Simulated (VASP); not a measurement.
## FeS2: single point with PBE+U

FeS2:

```
Fe S
1.0
     5.38250    0.00000    0.00000
     0.00000    5.38250    0.00000
     0.00000    0.00000    5.38250
Fe S
4 8
Direct
  0.00000 0.00000 0.00000
  0.50000 0.00000 0.50000
  0.50000 0.50000 0.00000
  0.00000 0.50000 0.50000
  0.38490 0.38490 0.38490
  0.11510 0.61510 0.88490
  0.88490 0.11510 0.61510
  0.61510 0.88490 0.11510
  0.61510 0.61510 0.61510
  0.88490 0.38490 0.11510
  0.11510 0.88490 0.38490
  0.38490 0.11510 0.88490
```

- Program: VASP 6.6.1
- Task: single point
- Functional: PBE
- Potentials or basis: VASP PAW PBE potentials, release 64 (Fe, S)
- Cutoff: 600 eV
- k mesh: 3 × 3 × 3
- Occupations: fermi-dirac, width 0.05 eV
- Spin: collinear spin, ferromagnetic start
- Starting moments: [4.0, 4.0, 4.0, 4.0, 0.0, 0.0, 0.0, 0.0, 0.0, 0.0, 0.0, 0.0] μB
- Hubbard terms: Fe d U = 5.3 eV

```
Pressure                                              : 26.3 GPa
Largest force                                         : 0.772 eV/Å
Net moment                                            : 7.93 μB per cell
Site moments                                          : Fe +2.29; S -0.12 μB
Valence electrons inside the program's atomic spheres : Fe 7.65; S 3.71
```

Forces on the atoms (eV/Å):
```
Fe   0.000  0.000  0.000
Fe   0.000  0.000  0.000
Fe   0.000  0.000  0.000
Fe   0.000  0.000  0.000
S    0.446  0.446  0.446
S   -0.446 -0.446  0.446
S    0.446 -0.446 -0.446
S   -0.446  0.446 -0.446
S   -0.446 -0.446 -0.446
S    0.446  0.446 -0.446
S   -0.446  0.446  0.446
S    0.446 -0.446  0.446
```

Levels at points of the mesh, in eV from the Fermi level:
Spin up:
```
           k point  band 40  band 41  band 42  band 43  band 44  band 45  band 46  band 47  band 48  band 49
(0.00, 0.00, 0.00)    -3.21    -1.30    -1.30    -1.30    -0.11     1.07     1.07     1.07     2.23     2.23
```
Spin down:
```csv
k point,band 34,band 35,band 36,band 37,band 38,band 39
"(0.00, 0.00, 0.00)",-1.27,-1.18,-1.18,-0.12,1.53,1.53
```

Eigenvalues of the final occupation matrices:
```tsv
site	spin	trace	eigenvalues
site 1 d	1	4.43	0.84 0.84 0.91 0.91 0.93
site 1 d	2	2.18	0.03 0.22 0.22 0.86 0.86
site 2 d	1	4.43	0.84 0.84 0.91 0.91 0.93
site 2 d	2	2.18	0.03 0.22 0.22 0.86 0.86
site 3 d	1	4.43	0.84 0.84 0.91 0.91 0.93
site 3 d	2	2.18	0.03 0.22 0.22 0.86 0.86
site 4 d	1	4.43	0.84 0.84 0.91 0.91 0.93
site 4 d	2	2.18	0.03 0.22 0.22 0.86 0.86
```

Run time: 2.6 min on 1 thread of Intel(R) Xeon(R) Platinum 8488C (Sapphire Rapids) (shared host), peak memory 0.42 GiB.

Caveat: the k points lie up to 0.39 Å⁻¹ apart; only a ferromagnetic start was run, and an antiferromagnetic order may lie lower in energy. The state reached can hang on the start; a lower one may exist.
